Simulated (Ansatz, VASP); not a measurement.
**CaSe in VASP and in Ansatz**

Contents of INCAR:

```
SYSTEM = CaSe
ALGO     = Normal         ! electronic algorithm
EDIFF    = 1E-7           ! SCF threshold, eV
ENCUT    = 520            ! plane-wave cutoff, eV
GGA      = PE             ! functional
ISIF     = 2              ! what is computed and relaxed
ISMEAR   = 0              ! smearing method
LASPH    = .TRUE.         ! aspherical terms in the spheres
LCHARG   = .TRUE.         ! write CHGCAR
LELF     = .TRUE.         ! ELF
LREAL    = .FALSE.        ! projectors in reciprocal space
LVHAR    = .TRUE.       
LWAVE    = .FALSE.        ! write WAVECAR
NBANDS   = 15             ! bands
NELM     = 60             ! most SCF steps
PREC     = Accurate       ! precision mode
SIGMA    = 0.01           ! smearing width, eV
```

KPOINTS

```
k-points
0
G
  6 6 6
  0 0 0
```

File POSCAR:

```
CaSe
1.0
    3.6512356021      0.0000000000      0.0000000000
    0.0000000000      3.6512356021      0.0000000000
    0.0000000000      0.0000000000      3.6512356021
Ca Se
1 1
Direct
    0.0000000000      0.0000000000      0.0000000000
    0.5000000000      0.5000000000      0.5000000000
```

Input for Ansatz:

```yaml
crystal:
  lattice:
    - [3.6512356021, 0.0, 0.0]
    - [0.0, 3.6512356021, 0.0]
    - [0.0, 0.0, 3.6512356021]
  atoms:
    - { symbol: Ca, position: [0.0, 0.0, 0.0] }
    - { symbol: Se, position: [0.5, 0.5, 0.5] }
kpoints:
  mp_grid: { grid: [6, 6, 6] }
hamiltonian:
  xc: pbe
scf:
  occupations: { method: fixed }
  n_extra_bands: 4
output:
  forces: true
  stress: true
  eigenvalues: true
```

Alike in both runs: task single point; functional PBE; k mesh 6 × 6 × 6; no spin polarisation.

|  | VASP | Ansatz |
| --- | --- | --- |
| version | VASP 6.6.1 | Ansatz 0.2.0 |
| potentials or method | VASP PAW PBE potentials, release 64 (Ca_sv, Se) | plane waves, PAW |
| plane-wave cutoff (eV) | 520 | 420 |
| occupations | gaussian, width 0.01 eV | fixed |
| valence electrons in the cell | 16 | 26 |

```tsv
	VASP	Ansatz	Ansatz less VASP
gap on the k mesh at the Fermi level (eV)	0.78	0.79	+0.007
pressure (GPa)	0.2	0.0	-0.16
```

VASP's potentials hold 16 valence electrons a cell and Ansatz's 26, so a difference there can come from the potentials and not from the codes.
